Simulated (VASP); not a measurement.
# GaBi2Sb3S (P-62m) in VASP: single point with PBE

Aim: the single point of GaBi2Sb3S with PBE.

Everything below comes from runs of VASP 6.6.1. Logs are shortened: lines on timing, memory, paths and dates and some standing lists are left out, and cuts for length are marked.

## Step 1: The cell of the first run

It takes space group P-62m (No. 189, hexagonal). The conventional cell has a = 8.896 Å, b = 8.896 Å, c = 4.492 Å, α = 90.00°, β = 90.00°, γ = 120.00°. Within 3.0 Å of Ga (site symmetry -62m) lie 2 S at 2.25 Å and 3 Sb at 2.97 Å. Sb (site symmetry m2m) has 2 Bi at 2.96 Å and 1 Ga at 2.97 Å and 2 S at 3.73 Å within 3.9 Å. Bi (site symmetry -6) has 3 Sb at 2.96 Å within 3.9 Å. Within 3.0 Å of S (site symmetry -62m) lie 2 Ga at 2.25 Å.

## Step 2: Single point, PBE

File INCAR:

```
SYSTEM = GaBi2Sb3S
ALGO = Normal
EDIFF = 1E-6
ENCUT = 500
GGA = PE
GGA_COMPAT = .FALSE.
ISIF = 2
ISMEAR = 0
LASPH = .TRUE.
LCHARG = .TRUE.
LELF = .TRUE.
LREAL = .FALSE.
LVHAR = .TRUE.
LWAVE = .FALSE.
NBANDS = 41
NELM = 120
PREC = Accurate
SIGMA = 0.15
```

File KPOINTS:

```
k-points
0
G
  2 2 2
  0 0 0
```

File POSCAR:

```
GaBi2Sb3S
1.0
    8.8955613395      0.0000000039      0.0000000000
   -4.4477806731      7.7037820989      0.0000000000
    0.0000000000      0.0000000000      4.4921396602
Ga Sb Bi S
1 3 2 1
Direct
    0.0000000000      0.0000000000      0.0000000000
    0.3343832080      0.0000000000      0.0000000000
    0.0000000000      0.3343832080      0.0000000000
    0.6656167920      0.6656167920      0.0000000000
    0.3333333333      0.6666666667      0.0000000000
    0.6666666667      0.3333333333      0.0000000000
    0.0000000000      0.0000000000      0.5000000000
```

Potentials or basis: VASP PAW PBE potentials, release 64 (Ga_d, Sb, Bi_d, S).

On the command line:

```console
cat potpaw_PBE.64/Ga_d/POTCAR potpaw_PBE.64/Sb/POTCAR potpaw_PBE.64/Bi_d/POTCAR potpaw_PBE.64/S/POTCAR > POTCAR
mpirun -np 1 vasp_std > vasp.out
```

OUTCAR:

```text
SYSTEM = GaBi2Sb3S
   EDIFF = 1E-6
   ENCUT = 500
   GGA = PE
   ISIF = 2
   ISMEAR = 0
   LASPH = .TRUE.
   LREAL = .FALSE.
   NELM = 120
   PREC = Accurate

 ion  position               nearest neighbor table
   1  0.000  0.000  0.000-   7 2.25   7 2.25   3 2.97   4 2.97   2 2.97
   2  0.334  0.000  0.000-   5 2.96   6 2.96   1 2.97
   3  0.000  0.334  0.000-   6 2.96   5 2.96   1 2.97
   4  0.666  0.666  0.000-   6 2.96   5 2.96   1 2.97
   5  0.333  0.667  0.000-   2 2.96   3 2.96   4 2.96
   6  0.667  0.333  0.000-   3 2.96   2 2.96   4 2.96
   7  0.000  0.000  0.500-   1 2.25   1 2.25

  LATTYP: Found a hexagonal cell.
 ALAT       =     8.8955613395
 C/A-ratio  =     0.5049866432

  Lattice vectors:

 A1 = (   8.8955613395,   0.0000000039,   0.0000000000)
 A2 = (  -4.4477806731,   7.7037820989,   0.0000000000)
 A3 = (   0.0000000000,   0.0000000000,   4.4921396602)

Analysis of symmetry for initial positions (statically):
=====================================================================
 Subroutine PRICEL returns:
 Original cell was already a primitive cell.

 Routine SETGRP: Setting up the symmetry group for a
 hexagonal supercell.

 Subroutine GETGRP returns: Found 12 space group operations
 (whereof 12 operations were pure point group operations)
 out of a pool of 24 trial point group operations.

The static configuration has the point symmetry D_3h.

Analysis of symmetry for dynamics (positions and initial velocities):
=====================================================================
 Subroutine PRICEL returns:
 Original cell was already a primitive cell.

 Routine SETGRP: Setting up the symmetry group for a
 hexagonal supercell.

 Subroutine GETGRP returns: Found 12 space group operations
 (whereof 12 operations were pure point group operations)
 out of a pool of 24 trial point group operations.

The dynamic configuration has the point symmetry D_3h.

 Subroutine INISYM returns: Found 12 space group operations
 (whereof 12 operations are pure point group operations),
 and found     1 'primitive' translations

----------------------------------------------------------------------------------------

                                     Primitive cell

  volume of cell :     307.8439

  direct lattice vectors                    reciprocal lattice vectors
     8.895561340  0.000000004  0.000000000     0.112415615  0.064903186  0.000000000
    -4.447780673  7.703782099  0.000000000    -0.000000000  0.129806371  0.000000000
     0.000000000  0.000000000  4.492139660     0.000000000  0.000000000  0.222611066

  length of vectors
     8.895561340  8.895561339  4.492139660     0.129806371  0.129806371  0.222611066

  position of ions in fractional coordinates (direct lattice)
     0.000000000  0.000000000  0.000000000
     0.334383208  0.000000000  0.000000000
     0.000000000  0.334383208  0.000000000
     0.665616792  0.665616792  0.000000000
     0.333333333  0.666666667  0.000000000
     0.666666667  0.333333333  0.000000000
     0.000000000  0.000000000  0.500000000

  ion indices of the primitive-cell ions
   primitive index   ion index
                 1           1
                 2           2
                 3           3
                 4           4
                 5           5
                 6           6
                 7           7

----------------------------------------------------------------------------------------

 KPOINTS: k-points

Automatic generation of k-mesh.
 Grid dimensions read from file:
 generate k-points for:    2    2    2

 Generating k-lattice:

  Cartesian coordinates                     Fractional coordinates (reciprocal lattice)
     0.056207808  0.032451593  0.000000000     0.500000000  0.000000000  0.000000000
    -0.000000000  0.064903186  0.000000000     0.000000000  0.500000000  0.000000000
     0.000000000  0.000000000  0.111305533     0.000000000  0.000000000  0.500000000

  Length of vectors
     0.064903186  0.064903186  0.111305533

  Shift w.r.t. Gamma in fractional coordinates (k-lattice)
     0.000000000  0.000000000  0.000000000

 Subroutine IBZKPT returns following result:
 ===========================================

 Found      4 irreducible k-points:

 Following reciprocal coordinates:
            Coordinates               Weight
  0.000000  0.000000  0.000000      1.000000
  0.500000  0.000000  0.000000      3.000000
  0.000000  0.000000  0.500000      1.000000
  0.500000  0.000000  0.500000      3.000000
   k-points           NKPTS =      4   k-points in BZ     NKDIM =      4   number of bands    NBANDS=     41
   number of dos      NEDOS =    301   number of ions     NIONS =      7
   total plane-waves  NPLWV = 176400
   dimension x,y,z NGX =    70 NGY =   70 NGZ =   36
   dimension x,y,z NGXF=   140 NGYF=  140 NGZF=   72
   ions per type =               1   3   2   1
   NGX,Y,Z   is equivalent  to a cutoff of  13.08, 13.08, 13.32 a.u.
   NGXF,Y,Z  is equivalent  to a cutoff of  26.16, 26.16, 26.65 a.u.
 SYSTEM =  GaBi2Sb3S
   PREC   = accura    normal or accurate (medium, high low for compatibility)
   ISTART =      0    job   : 0-new  1-cont  2-samecut
   ICHARG =      2    charge: 1-file 2-atom 10-const
   ISPIN  =      1    spin polarized calculation?
   LNONCOLLINEAR =      F non collinear calculations
   LSORBIT =      F    spin-orbit coupling
   LASPH  =      T    aspherical Exc in radial PAW
   ENCUT  =  500.0 eV  36.75 Ry    6.06 a.u.  16.22 16.22  8.19*2*pi/ulx,y,z
   NELM   =    120;   NELMIN=  2; NELMDL= -5     # of ELM steps
   EDIFF  = 0.1E-05   stopping-criterion for ELM
   LREAL  =      F    real-space projection
[... 7 lines left out ...]
   TEBEG  =    0.0;   TEEND  =   0.0 temperature during run
   PSTRESS=    0.0 pullay stress
   NELECT =      64.0000    total number of electrons
   NUPDOWN=      -1.0000    fix difference up-down
   EMIN   =  10.00;   EMAX   =-10.00  energy-range for DOS
   EFERMI =   0.00;   METHOD = LEGACY
   ISMEAR =     0;   SIGMA  =   0.15  broadening in eV -4-tet -1-fermi 0-gaus
   EFERMI_NEDOS =   21; number of points for ismear=-14 and -15
   IALGO  =     38    algorithm
   IMIX   =      4    mixing-type and parameters
     AMIX     =   0.40;   BMIX     =  1.00
     AMIX_MAG =   1.60;   BMIX_MAG =  1.00
  volume/ion in A,a.u.               =      43.98       296.78
  Fermi-wavevector in a.u.,A,eV,Ry     =   0.969820  1.832695 12.796980  0.940551
  Thomas-Fermi vector in A             =   2.099904
   LORBIT       =      0    0 simple, 1 ext, 2 COOP (PROOUT), +10 PAW based schemes
   GGA     = PE    functional components
   LHFCALC =     F    Hartree Fock is set to
   AEXX    =    0.0000 exact exchange contribution
   IVDW    =     0    specifies the selected vdW correction
   LEPSILON=     F    determine dielectric tensor
   LRPA    =     F    only Hartree local field effects (RPA)
 non-spin polarized calculation
 Gauss-broadening in eV      SIGMA  =   0.15
  energy-cutoff  :      500.00
  volume of cell :      307.84
 maximum number of plane-waves:      7832
 NGX is ok and might be reduce to    70
   NGX = 33   NGY = 33   NGZ = 17

 number of electron      63.9999999 magnetization

 Free energy of the ion-electron system (eV)
  ---------------------------------------------------
  ext. energy  EPLUGINS =         0.00000000
  ---------------------------------------------------
  free energy    TOTEN  =       -24.26099263 eV

  energy without entropy =      -24.20021225  energy(sigma->0) =      -24.23060244

 E-fermi :   2.4982     XC(G=0):  -7.4977

 val. band max:        2.2504651520   @ k =   0.5000   0.0000   0.0000
 cond. band min:       2.5044303724   @ k =   0.5000   0.0000   0.5000
 fundamental gap:      0.2539652204
 Fermi energy:         2.4981767698

 k-point     1 :       0.0000    0.0000    0.0000
  band No.  band energies     occupation
      1     -20.2152      2.00000
      2     -20.2152      2.00000
      3     -20.2113      2.00000
      4     -20.2113      2.00000
      5     -20.2060      2.00000
      6     -20.2034      2.00000
[... 33 lines left out ...]
     40       5.7213      0.00000
     41       5.9972      0.00000

 k-point     2 :       0.5000    0.0000    0.0000
  band No.  band energies     occupation
      1     -20.2153      2.00000
      2     -20.2142      2.00000
      3     -20.2128      2.00000
      4     -20.2112      2.00000
      5     -20.2048      2.00000
      6     -20.2040      2.00000
[... 33 lines left out ...]
     40       6.2302      0.00000
     41       6.6301      0.00000

 k-point     3 :       0.0000    0.0000    0.5000
  band No.  band energies     occupation
      1     -20.2150      2.00000
      2     -20.2150      2.00000
      3     -20.2111      2.00000
      4     -20.2111      2.00000
      5     -20.1979      2.00000
      6     -20.1952      2.00000
[... 33 lines left out ...]
     40       6.6539      0.00000
     41       6.6555      0.00000

 k-point     4 :       0.5000    0.0000    0.5000
  band No.  band energies     occupation
      1     -20.2151      2.00000
      2     -20.2139      2.00000
      3     -20.2124      2.00000
      4     -20.2110      2.00000
      5     -20.1969      2.00000
      6     -20.1960      2.00000
[... 33 lines left out ...]
     40       6.6728      0.00000
     41       6.8877      0.00000

------------------------ aborting loop because EDIFF is reached ----------------------------------------

  FORCE on cell =-STRESS in cart. coord.  units (eV):
  Direction    XX          YY          ZZ          XY          YZ          ZX
  --------------------------------------------------------------------------------------
  -------------------------------------------------------------------------------------
  Total       -0.2065452     -0.2065452     -0.4625787     -0.0000000      0.0000000      0.0000000
  in kB       -1.0749670     -1.0749670     -2.4074961     -0.0000000      0.0000000      0.0000000
  external PRESSURE =      -1.5191434 kB  Pullay stress =       0.0000000 kB

 VOLUME and BASIS-vectors are now :
 -----------------------------------------------------------------------------
  energy-cutoff  :      500.00
  volume of cell :      307.84
      direct lattice vectors                 reciprocal lattice vectors
     8.895561340  0.000000004  0.000000000     0.112415615  0.064903186  0.000000000
    -4.447780673  7.703782099  0.000000000    -0.000000000  0.129806371  0.000000000
     0.000000000  0.000000000  4.492139660     0.000000000  0.000000000  0.222611066

 POSITION                                       TOTAL-FORCE (eV/Angst)
 -----------------------------------------------------------------------------------
      0.00000      0.00000      0.00000        -0.000000      0.000000      0.000000
      2.97453      0.00000      0.00000         0.005866      0.000000      0.000000
     -1.48726      2.57602      0.00000        -0.002933      0.005080      0.000000
      2.96052      5.12777      0.00000        -0.002933     -0.005080     -0.000000
     -0.00000      5.13585      0.00000        -0.000000      0.000000      0.000000
      4.44778      2.56793      0.00000        -0.000000      0.000000      0.000000
      0.00000      0.00000      2.24607        -0.000000      0.000000      0.000000
 -----------------------------------------------------------------------------------
    total drift:                                0.000000      0.000001      0.000001

  FREE ENERGIE OF THE ION-ELECTRON SYSTEM (eV)
  ---------------------------------------------------
  free  energy   TOTEN  =       -24.2609926341 eV

  energy  without entropy=      -24.2002122509  energy(sigma->0) =      -24.23060244
```

Wall time 40 s (1 thread of AMD EPYC 9R45 (Zen 5), shared host); peak memory 0.42 GiB.

Results:

```
Free energy            : -24.2610 eV
Pressure               : -0.2 GPa
Largest force          : 0.006 eV/Å
Band gap on the k mesh : zero (band 32 reaches 2.93 eV, above the bottom of band 33 at 2.04 eV)
```

Forces in eV/Å, atoms in the order of the input:
```
Ga   0.000  0.000  0.000
Sb   0.006  0.000  0.000
Sb  -0.003  0.005  0.000
Sb  -0.003 -0.005  0.000
Bi   0.000  0.000  0.000
Bi   0.000  0.000  0.000
S    0.000  0.000  0.000
```

Stress tensor (GPa, compression positive):
```
-0.11  0.00  0.00
 0.00 -0.11  0.00
 0.00  0.00 -0.24
```

Caveat: the k points lie up to 0.70 Å⁻¹ apart; spin-orbit coupling is left out, which moves the levels of the heavy elements.
